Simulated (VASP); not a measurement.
# GaCuSe2 (I-42d) in VASP: a series of runs, part 2 of 2

VASP 6.6.1.

## Step 3: Single point, PBE

This run uses another cell than the first one, of 22.65 Å³/atom.

Input file INCAR:

```
SYSTEM = GaCuSe2
PREC = Accurate ; ENCUT = 520
EDIFF = 1E-7 ; ISMEAR = -1
SIGMA = 0.02 ; LREAL = .False.
LASPH = .True. ; NELM = 80
ALGO = Normal ; ISIF = 2
LWAVE = .False. ; LCHARG = .False.
GGA = PE ; NBANDS = 46
```

Input file KPOINTS:

```
Automatic mesh
0
Gamma
  6 6 6
  0 0 0
```

Input file POSCAR:

```
GaCuSe2
1.0
   -2.8362712105      2.8362712105      5.6301817340
    2.8362712105     -2.8362712105      5.6301817340
    2.8362712105      2.8362712105     -5.6301817340
Cu Se Ga
2 4 2
Direct
    0.0000000000      0.0000000000      0.0000000000
    0.7500000000      0.2500000000      0.5000000000
    0.3750000000      0.3688081655      0.4938081655
    0.1188081655      0.6250000000     -0.0061918345
    0.8750000000      0.8811918345      0.5061918345
    0.6311918345      0.1250000000      0.0061918345
    0.5000000000      0.5000000000      0.0000000000
    0.2500000000      0.7500000000      0.5000000000
```

Potentials or basis: VASP PAW PBE potentials, release 64 (Cu, Se, Ga_d).

On the command line:

```bash
$ cat potpaw_PBE.64/Cu/POTCAR potpaw_PBE.64/Se/POTCAR potpaw_PBE.64/Ga_d/POTCAR > POTCAR
$ mpirun -np 1 vasp_std > vasp.out
```

OUTCAR:

```text
SYSTEM = GaCuSe2
   PREC = Accurate
   ENCUT = 520
   EDIFF = 1E-7
   ISMEAR = -1
   LREAL = .False.
   LASPH = .True.
   NELM = 80
   ISIF = 2
   GGA = PE

 ion  position               nearest neighbor table
   1  0.000  0.000  0.000-   6 2.43   5 2.43   4 2.43   3 2.43
   2  0.750  0.250  0.500-   5 2.43   3 2.43   6 2.43   4 2.43
   3  0.375  0.369  0.494-   2 2.43   1 2.43   7 2.47   8 2.47
   4  0.119  0.625  0.994-   1 2.43   2 2.43   8 2.47   7 2.47
   5  0.875  0.881  0.506-   2 2.43   1 2.43   7 2.47   8 2.47
   6  0.631  0.125  0.006-   1 2.43   2 2.43   8 2.47   7 2.47
   7  0.500  0.500  0.000-   5 2.47   4 2.47   6 2.47   3 2.47
   8  0.250  0.750  0.500-   6 2.47   3 2.47   5 2.47   4 2.47

  LATTYP: Found a body centered tetragonal cell.
 ALAT       =     5.6725424210
 C/A-ratio  =     1.9850646557

  Lattice vectors:

 A1 = (  -2.8362712105,   2.8362712105,   5.6301817340)
 A2 = (   2.8362712105,  -2.8362712105,   5.6301817340)
 A3 = (   2.8362712105,   2.8362712105,  -5.6301817340)

Analysis of symmetry for initial positions (statically):
=====================================================================
 Subroutine PRICEL returns:
 Original cell was already a primitive cell.

 Routine SETGRP: Setting up the symmetry group for a
 body centered tetragonal supercell.

 Subroutine GETGRP returns: Found  8 space group operations
 (whereof  4 operations were pure point group operations)
 out of a pool of 16 trial point group operations.

The static configuration has the point symmetry S_4 .
 The point group associated with its full space group is D_2d.

Analysis of symmetry for dynamics (positions and initial velocities):
=====================================================================
 Subroutine PRICEL returns:
 Original cell was already a primitive cell.

 Routine SETGRP: Setting up the symmetry group for a
 body centered tetragonal supercell.

 Subroutine GETGRP returns: Found  8 space group operations
 (whereof  4 operations were pure point group operations)
 out of a pool of 16 trial point group operations.

The dynamic configuration has the point symmetry S_4 .
 The point group associated with its full space group is D_2d.

 Subroutine INISYM returns: Found  8 space group operations
 (whereof  4 operations are pure point group operations),
 and found     1 'primitive' translations

----------------------------------------------------------------------------------------

                                     Primitive cell

  volume of cell :     181.1665

  direct lattice vectors                    reciprocal lattice vectors
    -2.836271211  2.836271211  5.630181734     0.000000000  0.176287796  0.088807080
     2.836271211 -2.836271211  5.630181734     0.176287796  0.000000000  0.088807080
     2.836271211  2.836271211 -5.630181734     0.176287796  0.176287796  0.000000000

  length of vectors
     6.912873145  6.912873145  6.912873145     0.197393223  0.197393223  0.249308592

  position of ions in fractional coordinates (direct lattice)
     0.000000000  0.000000000  0.000000000
     0.750000000  0.250000000  0.500000000
     0.375000000  0.368808165  0.493808165
     0.118808165  0.625000000  0.993808165
     0.875000000  0.881191835  0.506191835
     0.631191835  0.125000000  0.006191835
[... 47 lines left out ...]
  0.333333  0.166667 -0.000000     16.000000
[... 16 lines left out ...]
 -0.333333 -0.333333  0.166667      8.000000
 -0.166667 -0.333333  0.166667      8.000000
 [... further k-points ...]
   k-points           NKPTS =     30   k-points in BZ     NKDIM =     30   number of bands    NBANDS=     46
   number of dos      NEDOS =    301   number of ions     NIONS =      8
   total plane-waves  NPLWV = 157464
   dimension x,y,z NGX =    54 NGY =   54 NGZ =   54
   dimension x,y,z NGXF=   108 NGYF=  108 NGZF=  108
   ions per type =               2   4   2
   NGX,Y,Z   is equivalent  to a cutoff of  12.99, 12.99, 12.99 a.u.
   NGXF,Y,Z  is equivalent  to a cutoff of  25.97, 25.97, 25.97 a.u.
 SYSTEM =  GaCuSe2
   PREC   = accura    normal or accurate (medium, high low for compatibility)
   ISTART =      0    job   : 0-new  1-cont  2-samecut
   ICHARG =      2    charge: 1-file 2-atom 10-const
   ISPIN  =      1    spin polarized calculation?
   LNONCOLLINEAR =      F non collinear calculations
   LSORBIT =      F    spin-orbit coupling
   LASPH  =      T    aspherical Exc in radial PAW
   ENCUT  =  520.0 eV  38.22 Ry    6.18 a.u.  12.85 12.85 12.85*2*pi/ulx,y,z
   NELM   =     80;   NELMIN=  2; NELMDL= -5     # of ELM steps
   EDIFF  = 0.1E-06   stopping-criterion for ELM
   LREAL  =      F    real-space projection
   EDIFFG = 0.1E-05   stopping-criterion for IOM
   NSW    =      0    number of steps for IOM
   IBRION =     -1    ionic relax: 0-MD 1-quasi-New 2-CG
   NFREE  =      0    steps in history (QN), initial steepest desc. (CG)
   ISIF   =      2    stress and relaxation
   ISYM   =      2    0-nonsym 1-usesym 2-fastsym
   POTIM  = 0.5000    time-step for ionic-motion
   TEBEG  =    0.0;   TEEND  =   0.0 temperature during run
   PSTRESS=    0.0 pullay stress
   NELECT =      72.0000    total number of electrons
   NUPDOWN=      -1.0000    fix difference up-down
   EMIN   =  10.00;   EMAX   =-10.00  energy-range for DOS
   EFERMI =   0.00;   METHOD = LEGACY
   ISMEAR =    -1;   SIGMA  =   0.02  broadening in eV -4-tet -1-fermi 0-gaus
   EFERMI_NEDOS =   21; number of points for ismear=-14 and -15
   IALGO  =     38    algorithm
   IMIX   =      4    mixing-type and parameters
     AMIX     =   0.40;   BMIX     =  1.00
     AMIX_MAG =   1.60;   BMIX_MAG =  1.00
  volume/ion in A,a.u.               =      22.65       152.82
  Fermi-wavevector in a.u.,A,eV,Ry     =   1.203630  2.274531 19.711104  1.448725
  Thomas-Fermi vector in A             =   2.339378
   LORBIT       =      0    0 simple, 1 ext, 2 COOP (PROOUT), +10 PAW based schemes
   GGA     = PE    functional components
   LHFCALC =     F    Hartree Fock is set to
   AEXX    =    0.0000 exact exchange contribution
   IVDW    =     0    specifies the selected vdW correction
   LEPSILON=     F    determine dielectric tensor
   LRPA    =     F    only Hartree local field effects (RPA)
 non-spin polarized calculation
  energy-cutoff  :      520.00
  volume of cell :      181.17
 maximum number of plane-waves:      4936
 NGX is ok and might be reduce to    54
   NGX = 25   NGY = 25   NGZ = 25

 number of electron      72.0000011 magnetization

 Free energy of the ion-electron system (eV)
  ---------------------------------------------------
  ext. energy  EPLUGINS =         0.00000000
  ---------------------------------------------------
  free energy    TOTEN  =       -31.12815316 eV

  energy without entropy =      -31.12786671  energy(sigma->0) =      -31.12800994

 E-fermi :   3.6748     XC(G=0):  -9.4508

 val. band max:        3.6676427664   @ k =   0.0000   0.0000   0.0000
 cond. band min:       3.6798651460   @ k =   0.0000   0.0000   0.0000
 fundamental gap:      0.0122223795
 Fermi energy:         3.6748494143

 k-point     1 :       0.0000    0.0000    0.0000
  band No.  band energies     occupation
      1     -11.7993      2.00000
      2     -11.7971      2.00000
      3     -11.7971      2.00000
      4     -11.6754      2.00000
      5     -11.6624      2.00000
      6     -11.6624      2.00000
[... 1165 lines left out ...]
     45       8.7018      0.00000
     46       9.0150      0.00000

 [... further k-points ...]

------------------------ aborting loop because EDIFF is reached ----------------------------------------

  FORCE on cell =-STRESS in cart. coord.  units (eV):
  Direction    XX          YY          ZZ          XY          YZ          ZX
  --------------------------------------------------------------------------------------
  -------------------------------------------------------------------------------------
  Total        0.1975831      0.1975831      0.1952328      0.0000000     -0.0000000      0.0000000
  in kB        1.7473599      1.7473599      1.7265753      0.0000000     -0.0000000      0.0000000
  external PRESSURE =       1.7404317 kB  Pullay stress =       0.0000000 kB

 VOLUME and BASIS-vectors are now :
 -----------------------------------------------------------------------------
  energy-cutoff  :      520.00
  volume of cell :      181.17
      direct lattice vectors                 reciprocal lattice vectors
    -2.836271211  2.836271211  5.630181734     0.000000000  0.176287796  0.088807080
     2.836271211 -2.836271211  5.630181734     0.176287796  0.000000000  0.088807080
     2.836271211  2.836271211 -5.630181734     0.176287796  0.176287796  0.000000000

 POSITION                                       TOTAL-FORCE (eV/Angst)
 -----------------------------------------------------------------------------------
      0.00000      0.00000      0.00000         0.000000     -0.000000      0.000000
     -0.00000      2.83627      2.81509        -0.000000      0.000000     -0.000000
      1.38301      1.41814      1.40755         0.012231      0.000000     -0.000000
      4.25441      1.38301     -1.40755         0.000000      0.012231     -0.000000
      1.45326      1.41814      7.03773        -0.012231     -0.000000      0.000000
     -1.41814      1.45326      4.22264        -0.000000     -0.012231      0.000000
      0.00000      0.00000      5.63018         0.000000      0.000000     -0.000000
      2.83627     -0.00000      2.81509        -0.000000      0.000000      0.000000
 -----------------------------------------------------------------------------------
    total drift:                               -0.000005     -0.000005     -0.000010

  FREE ENERGIE OF THE ION-ELECTRON SYSTEM (eV)
  ---------------------------------------------------
  free  energy   TOTEN  =       -31.1281531580 eV

  energy  without entropy=      -31.1278667132  energy(sigma->0) =      -31.12800994
```

Run time: 5.6 min. Hardware: 1 thread of AMD EPYC 9R45 (Zen 5), shared host; peak memory 0.5 GiB.

What came out:

- Free energy: -31.1282 eV
- Pressure: 0.2 GPa
- Largest force: 0.012 eV/Å
- Band gap on the k mesh: 0.01 eV

Forces on the atoms (eV/Å):
```
Cu   0.000  0.000  0.000
Cu   0.000  0.000  0.000
Se   0.012  0.000  0.000
Se   0.000  0.012  0.000
Se  -0.012  0.000  0.000
Se   0.000 -0.012  0.000
Ga   0.000  0.000  0.000
Ga   0.000  0.000  0.000
```

Caveat: semilocal functionals underestimate gaps, and a narrow one can read as zero.

## Step 4: Single point, r2SCAN

Input file POSCAR:

```
GaCuSe2
1.0
   -2.8041298094      2.8041298094      5.5492790755
    2.8041298094     -2.8041298094      5.5492790755
    2.8041298094      2.8041298094     -5.5492790755
Cu Se Ga
2 4 2
Direct
    0.0000000000      0.0000000000      0.0000000000
    0.7500000000      0.2500000000      0.5000000000
    0.3750000000      0.3713580981      0.4963580981
    0.1213580981      0.6250000000     -0.0036419019
    0.8750000000      0.8786419019      0.5036419019
    0.6286419019      0.1250000000      0.0036419019
    0.5000000000      0.5000000000      0.0000000000
    0.2500000000      0.7500000000      0.5000000000
```

Input file INCAR.step1:

```
PREC = Accurate
ENCUT = 520
ISMEAR = 0
SIGMA = 0.01
LREAL = F
LASPH = T
NELM = 60
NBANDS = 46
GGA = PE
ALGO = Normal
EDIFF = 1E-4
LWAVE = T
LCHARG = F
```

Input file INCAR.step2:

```
PREC = Accurate
ENCUT = 520
EDIFF = 1E-7
ISMEAR = 0
SIGMA = 0.01
LREAL = F
LASPH = T
NELM = 60
ALGO = Normal
ISIF = 2
LWAVE = F
LCHARG = F
METAGGA = R2SCAN
LMIXTAU = T
NBANDS = 46
ISTART = 1
```

Input file KPOINTS:

```
Automatic mesh
0
Gamma
  6 6 6
```

Potentials or basis: VASP PAW PBE potentials, release 64 (Cu, Se, Ga_d).

On the command line:

```bash
$ cat potpaw_PBE.64/Cu/POTCAR potpaw_PBE.64/Se/POTCAR potpaw_PBE.64/Ga_d/POTCAR > POTCAR
$ cp INCAR.step1 INCAR
$ mpirun -np 1 vasp_std > vasp.out
$ cp INCAR.step2 INCAR
$ mpirun -np 1 vasp_std > vasp.out
```

OUTCAR:

```text
PREC = Accurate
   ENCUT = 520
   EDIFF = 1E-7
   ISMEAR = 0
   LREAL = F
   LASPH = T
   NELM = 60
   ISIF = 2
   METAGGA = R2SCAN
   ISTART = 1

 ion  position               nearest neighbor table
   1  0.000  0.000  0.000-   6 2.41   4 2.41   5 2.41   3 2.41
   2  0.750  0.250  0.500-   5 2.41   4 2.41   3 2.41   6 2.41
   3  0.375  0.371  0.496-   1 2.41   2 2.41   7 2.43   8 2.43
   4  0.121  0.625  0.996-   1 2.41   2 2.41   8 2.43   7 2.43
   5  0.875  0.879  0.504-   2 2.41   1 2.41   8 2.43   7 2.43
   6  0.629  0.125  0.004-   1 2.41   2 2.41   7 2.43   8 2.43
   7  0.500  0.500  0.000-   5 2.43   6 2.43   3 2.43   4 2.43
[... 1392 lines left out ...]
  Total        0.1032353      0.1032353      0.0956492      0.0000000      0.0000000      0.0000000
  in kB        0.9476454      0.9476454      0.8780097      0.0000000      0.0000000      0.0000000
  external PRESSURE =       0.9244335 kB  Pullay stress =       0.0000000 kB

 VOLUME and BASIS-vectors are now :
 -----------------------------------------------------------------------------
  energy-cutoff  :      520.00
  volume of cell :      174.54
      direct lattice vectors                 reciprocal lattice vectors
    -2.804129809  2.804129809  5.549279076     0.000000000  0.178308436  0.090101794
     2.804129809 -2.804129809  5.549279076     0.178308436  0.000000000  0.090101794
     2.804129809  2.804129809 -5.549279076     0.178308436  0.178308436  0.000000000

 POSITION                                       TOTAL-FORCE (eV/Angst)
 -----------------------------------------------------------------------------------
      0.00000      0.00000      0.00000         0.000000     -0.000000      0.000000
     -0.00000      2.80413      2.77464         0.000000     -0.000000      0.000000
      1.38164      1.40206      1.38732         0.000941     -0.000000      0.000000
      4.20619      1.38164     -1.38732         0.000000      0.000941      0.000000
      1.42249      1.40206      6.93660        -0.000941     -0.000000     -0.000000
     -1.40206      1.42249      4.16196         0.000000     -0.000941     -0.000000
      0.00000      0.00000      5.54928         0.000000     -0.000000      0.000000
      2.80413     -0.00000      2.77464         0.000000     -0.000000      0.000000
 -----------------------------------------------------------------------------------
    total drift:                                0.000079      0.000079     -0.000255

  FREE ENERGIE OF THE ION-ELECTRON SYSTEM (eV)
  ---------------------------------------------------
  free  energy   TOTEN  =      -106.4031489209 eV

  energy  without entropy=     -106.4031489209  energy(sigma->0) =     -106.40314892
```

OUTCAR.step1:

```text
PREC = Accurate
   ENCUT = 520
   ISMEAR = 0
   LREAL = F
[... 1424 lines left out ...]
      1.42249      1.40206      6.93660         0.156708     -0.000000     -0.000000
     -1.40206      1.42249      4.16196        -0.000000      0.156708     -0.000000
      0.00000      0.00000      5.54928        -0.000000     -0.000000     -0.000000
      2.80413     -0.00000      2.77464        -0.000000     -0.000000      0.000000
 -----------------------------------------------------------------------------------
    total drift:                                0.000000      0.000000     -0.000004

  FREE ENERGIE OF THE ION-ELECTRON SYSTEM (eV)
  ---------------------------------------------------
  free  energy   TOTEN  =       -31.0663451201 eV

  energy  without entropy=      -31.0663451201  energy(sigma->0) =      -31.06634512
```

OSZICAR.step1:

```text
N       E                     dE             d eps       ncg     rms          rms(c)
DAV:   1     0.722768813264E+03    0.72277E+03   -0.31324E+04  2896   0.209E+03
DAV:   2     0.100974892394E+03   -0.62179E+03   -0.59707E+03  2806   0.568E+02
DAV:   3    -0.225180902799E+02   -0.12349E+03   -0.11926E+03  3278   0.208E+02
DAV:   4    -0.323862034017E+02   -0.98681E+01   -0.97498E+01  3826   0.570E+01
DAV:   5    -0.326535750650E+02   -0.26737E+00   -0.26680E+00  3782   0.108E+01    0.118E+01
DAV:   6    -0.327486077238E+02   -0.95033E-01   -0.29084E+01  3868   0.836E+01    0.882E+00
DAV:   7    -0.309895592582E+02    0.17590E+01   -0.72492E+00  3620   0.632E+01    0.359E+00
DAV:   8    -0.311582042506E+02   -0.16864E+00   -0.28409E+00  4288   0.193E+01    0.284E+00
DAV:   9    -0.310665282354E+02    0.91676E-01   -0.87268E-01  3870   0.157E+01    0.540E-01
DAV:  10    -0.310653044509E+02    0.12238E-02   -0.57587E-02  3856   0.413E+00    0.141E-01
DAV:  11    -0.310665070327E+02   -0.12026E-02   -0.92118E-03  3966   0.107E+00    0.119E-01
DAV:  12    -0.310663295131E+02    0.17752E-03   -0.11312E-03  3208   0.624E-01    0.242E-02
DAV:  13    -0.310663451201E+02   -0.15607E-04   -0.16857E-04  2106   0.815E-02
   1 F= -.31066345E+02 E0= -.31066345E+02  d E =-.175431E-11
```

It took 20 min on 1 thread of AMD EPYC 9R45 (Zen 5), shared host; peak memory 0.52 GiB.

What came out:

```yaml
Free_energy: -106.4031 eV
Pressure: 0.1 GPa
Band_gap_on_the_k_mesh: 0.56 eV
```

Caveat: semilocal functionals underestimate gaps, and a narrow one can read as zero; the PAW data sets were made with another functional, which shifts forces and pressure a little.

## Step 5: The runs side by side

```csv
level,cell,smearing,gap on the mesh (eV),pressure (GPa),largest force (eV/Å)
PBE,"a = 6.821 Å, angles 131.4, 131.4, 71.1°, 8 atoms, atomic positions A",fermi-dirac 0.02 eV,0.20,2.7,0.15
PBE,"a = 6.913 Å, angles 131.6, 131.6, 70.9°, 8 atoms, atomic positions B",fermi-dirac 0.02 eV,0.01,0.2,0.01
r2SCAN,"a = 6.821 Å, angles 131.4, 131.4, 71.1°, 8 atoms, atomic positions A",gaussian 0.01 eV,0.56,0.1,-
```

Alike in all rows: task single point; potentials or basis VASP PAW PBE potentials, release 64 (Cu, Se, Ga_d); no spin polarisation; k mesh 6 × 6 × 6; cutoff (eV) 520.

Caveats: semilocal functionals underestimate gaps, and a narrow one can read as zero; the PAW data sets were made with another functional, which shifts forces and pressure a little (at least some runs).

Total energies depend on the potentials used, so only differences within one code and one set of settings carry meaning.
